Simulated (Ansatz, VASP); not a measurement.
**BAs: VASP beside Ansatz**

File POSCAR:

```
BAs
1.0
    0.0000000000      2.3724693156      2.3724693156
    2.3724693156      0.0000000000      2.3724693156
    2.3724693156      2.3724693156      0.0000000000
As B
1 1
Direct
    0.7500000000      0.7500000000      0.7500000000
    0.0000000000      0.0000000000      0.0000000000
```

Contents of INCAR.step1:

```
PREC = Accurate
ENCUT = 420
EDIFF = 1E-5
ISMEAR = -1
SIGMA = 0.05
LREAL = F
LASPH = T
NELM = 120
ALGO = Normal
ISIF = 2
LWAVE = T
GGA = PE
NBANDS = 11
GGA_COMPAT = F
```

File INCAR.step2:

```
PREC = Accurate
ENCUT = 420
EDIFF = 1E-6
ISMEAR = -1
SIGMA = 0.05
LREAL = F
LASPH = T
NELM = 120
ALGO = Normal
ISIF = 2
LWAVE = F
LCHARG = T
GGA = PE
LHFCALC = T
AEXX = 0.25
HFSCREEN = 0.3
PRECFOCK = Normal
LELF = T
LVHAR = T
ISTART = 1
NBANDS = 11
GGA_COMPAT = F
```

The input KPOINTS:

```
Automatic mesh
0
Gamma
  5 5 5
```

The input input.yaml:

```yaml
crystal:
  lattice:
    - [0.0, 2.3724693156, 2.3724693156]
    - [2.3724693156, 0.0, 2.3724693156]
    - [2.3724693156, 2.3724693156, 0.0]
  atoms:
    - { symbol: As, position: [0.75, 0.75, 0.75] }
    - { symbol: B, position: [0.0, 0.0, 0.0] }
hamiltonian:
  xc: { exchange: pbe, correlation: pbe, exx: { coeff: 0.25, omega: 0.3 } }
  pseudopotentials: { kind: paw }
kpoints:
  mp_grid: { grid: [5, 5, 5] }
scf:
  occupations: { method: fermi_dirac, width: 0.05 }
output:
  forces: true
  stress: true
  eigenvalues: true
```

Alike in both runs: task single point; functional PBE-based screened hybrid with a share of 0.25 of exact exchange and HFSCREEN = 0.3; k mesh 5 × 5 × 5; occupations fermi-dirac, width 0.05 eV; no spin polarisation.

|  | VASP | Ansatz |
| --- | --- | --- |
| version | VASP 6.6.1 | Ansatz 0.2.0 |
| potentials or method | VASP PAW PBE potentials, release 64 (As, B) | Ansatz PAW |
| plane-wave cutoff (eV) | 420 | 420 |
| valence electrons in the cell | 8 | 18 |

|  | VASP | Ansatz | Ansatz less VASP |
| --- | --- | --- | --- |
| gap on the k mesh at the Fermi level (eV) | 1.65 | 1.65 | -0.007 |
| least direct gap on the mesh (eV) | 3.97 | 3.97 | +0.005 |

VASP's potentials were made for PBE, not for PBE-based screened hybrid. The functional is the same, so the differences come from potentials, cutoffs and numerics. VASP's potentials hold 8 valence electrons a cell and Ansatz's 18, so a difference there can come from the potentials and not from the codes.

The k mesh is coarse, so the values compare programs but aren't converged. Noted on Ansatz's run: odd divisions of the mesh miss points on the zone boundary, where band edges often lie, so the gap on the mesh can be too wide.
